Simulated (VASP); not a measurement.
Runs of VASP 6.6.1 on ZrC (rock salt type). The structure is that of space group Fm-3m (No. 225), or close to it. The cells are those of the table. 

| level | cell | k mesh | grid for exact exchange (PRECFOCK) | screening parameter | gap on the mesh (eV) | pressure (GPa) |
| --- | --- | --- | --- | --- | --- | --- |
| HSE06 | a = 3.308 Å, angles 60.0°, 2 atoms | 4 × 4 × 4 | Normal | 0.2079 1/Å | none | 1.2 |
| HSE06 | a = 3.274 Å, angles 60.0°, 2 atoms | 4 × 4 × 4 | Normal | 0.2079 1/Å | none | 8.9 |
| PBE | a = 3.330 Å, angles 60.0°, 2 atoms | 8 × 8 × 8 | - | - | none | (a) |
| HSE06 | a = 3.342 Å, angles 60.0°, 2 atoms | 4 × 4 × 4 | Normal | 0.2079 1/Å | none | -5.4 |

Alike in all rows: task single point; potentials or basis VASP PAW PBE potentials, release 64 (Zr_sv, C); no spin polarisation; cutoff (eV) 520; smearing fermi-dirac 0.1 eV.

Question: Estimate the missing entries.

Answer: (a) 0.1.

Caveats: some runs use coarse meshes; the PAW data sets were made with another functional, which shifts forces and pressure a little (some runs).

A k mesh can miss the band edges, and the runs leave out spin-orbit coupling on Zr.

A gap of «none» marks levels without a gap at the run's occupations.
